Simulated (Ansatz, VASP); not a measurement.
# One calculation of C, two programs

Contents of POSCAR:

```
C
1.0
    0.0000000000      1.7803725545      1.7803725545
    1.7803725545      0.0000000000      1.7803725545
    1.7803725545      1.7803725545      0.0000000000
C
2
Direct
    0.5000000000      0.5000000000      0.5000000000
    0.7500000000      0.7500000000      0.7500000000
```

Contents of INCAR.step1:

```
ALGO     = Normal         # electronic algorithm
EDIFF    = 1E-4           # SCF threshold, eV
ENCUT    = 600            # plane-wave cutoff, eV
GGA      = PE             # functional
ISMEAR   = 0              # smearing method
LASPH    = T              # aspherical terms in the spheres
LCHARG   = F              # write CHGCAR
LREAL    = F              # projectors in reciprocal space
LWAVE    = T              # write WAVECAR
NELM     = 80             # most SCF steps
PREC     = Accurate       # precision mode
SIGMA    = 0.02           # smearing width, eV
```

INCAR.step2

```
ALGO     = Normal         # electronic algorithm
EDIFF    = 1E-7           # SCF threshold, eV
EDIFFG   = -0.01          # ionic threshold
ENCUT    = 600            # plane-wave cutoff, eV
IBRION   = 2              # ionic algorithm
ISIF     = 3              # what is computed and relaxed
ISMEAR   = 0              # smearing method
ISTART   = 1            
LASPH    = T              # aspherical terms in the spheres
LCHARG   = F              # write CHGCAR
LMIXTAU  = T            
LREAL    = F              # projectors in reciprocal space
LWAVE    = F              # write WAVECAR
METAGGA  = R2SCAN         # meta-GGA
NELM     = 80             # most SCF steps
NSW      = 100            # ionic steps
PREC     = Accurate       # precision mode
SIGMA    = 0.02           # smearing width, eV
```

Contents of KPOINTS:

```
k-points
0
Gamma
  12 12 12
```

Input for Ansatz:

```yaml
crystal:
  lattice:
    - [0.0, 1.7803725545, 1.7803725545]
    - [1.7803725545, 0.0, 1.7803725545]
    - [1.7803725545, 1.7803725545, 0.0]
  atoms:
    - { symbol: C, position: [0.5, 0.5, 0.5] }
    - { symbol: C, position: [0.75, 0.75, 0.75] }
basis:
  ecutwfc: 500
kpoints:
  mp_grid: { grid: [12, 12, 12] }
hamiltonian:
  xc: r2scan
scf:
  occupations: { method: gaussian, width: 0.02 }
output:
  forces: true
  stress: true
  eigenvalues: true
relax:
  adjacent_minimum: "off"
  f_tol: 0.01
  max_steps: 80
  cell: { stress_tol: 0.05 }
```

Alike in both runs: task relaxation of cell and atoms; functional r2SCAN; k mesh 12 × 12 × 12; occupations gaussian, width 0.02 eV; no spin polarisation.

```csv
,VASP,Ansatz
version,VASP 6.6.1,Ansatz 0.2.0
potentials or method,"VASP PAW PBE potentials, release 64 (C), cutoff 600 eV","scalar-relativistic, plane waves, PAW"
valence electrons in the cell,8,8
```

```csv
,VASP,Ansatz,Ansatz less VASP
"gap on the k mesh at the Fermi level, each at its own relaxed structure (eV)",4.35,4.39,+0.031
relaxed volume (Å³/atom),5.64,5.64,-0.002
relaxed cell length with the largest relative difference (Å),2.518,2.518,-0.0003
```

VASP's potentials were made for PBE, not for r2SCAN.

Noted on VASP's run: the relaxation stopped at its first step, so nothing moved.
